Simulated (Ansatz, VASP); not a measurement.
One calculation of Zr, two programs

The input INCAR:

```
SYSTEM = Zr
PREC = Accurate
ENCUT = 520
EDIFF = 1E-7
ISMEAR = -1
SIGMA = 0.08
LREAL = .FALSE.
LASPH = .TRUE.
NELM = 100
ALGO = Normal
ISIF = 2
LWAVE = .FALSE.
LCHARG = .FALSE.
GGA = PE
NBANDS = 19
```

KPOINTS

```
regular mesh
0
G
  13 13 7
  0 0 0
```

Contents of POSCAR:

```
Zr
1.0
    3.2643182047      0.0000000000      0.0000000000
   -1.6321591023      2.8269824913      0.0000000000
    0.0000000000      0.0000000000      5.1470000000
Zr
2
Direct
    0.3333333333      0.6666666667      0.2500000000
    0.6666666667      0.3333333333      0.7500000000
```

Input for Ansatz:

```yaml
crystal:
  lattice:
    - [3.2643182047, 0.0, 0.0]
    - [-1.6321591023, 2.8269824913, 0.0]
    - [0.0, 0.0, 5.147]
  atoms:
    - { symbol: Zr, position: [0.3333333333, 0.6666666667, 0.25] }
    - { symbol: Zr, position: [0.6666666667, 0.3333333333, 0.75] }
kpoints:
  mp_grid: { grid: [13, 13, 7] }
  band_path:
    path:
      - [0.0, 0.0, 0.0]
      - [0.5, 0.0, 0.0]
      - [0.3333333333, 0.3333333333, 0.0]
      - [0.0, 0.0, 0.0]
      - [0.0, 0.0, 0.5]
      - [0.5, 0.0, 0.5]
      - [0.3333333333, 0.3333333333, 0.5]
      - [0.0, 0.0, 0.5]
      - [0.5, 0.0, 0.5]
    npoints: 5
scf:
  occupations: { method: fermi_dirac, width: 0.08 }
hamiltonian:
  xc: pbe
  pseudopotentials: { kind: all_electron, lapw: { basis_error: 0.001 } }
output:
  forces: true
  stress: true
  eigenvalues: true
```

Change from the starting cell: equal xx and yy strain of +1 %.

Alike in both runs: task single point; functional PBE; k mesh 13 × 13 × 7; occupations fermi-dirac, width 0.08 eV; no spin polarisation.

|  | VASP | Ansatz |
| --- | --- | --- |
| version | VASP 6.6.1 | Ansatz 0.2.0 |
| potentials or method | VASP PAW PBE potentials, release 64 (Zr_sv), cutoff 520 eV | all-electron LAPW, scalar-relativistic |

|  | VASP | Ansatz | Ansatz less VASP |
| --- | --- | --- | --- |
| pressure (GPa) | -1.3 | -1.3 | +0.01 |
| traceless stress, the component that is largest in VASP (GPa) | 0.94 | 0.94 | +0.001 |

Ansatz ran all-electron here, and VASP with PAW potentials.
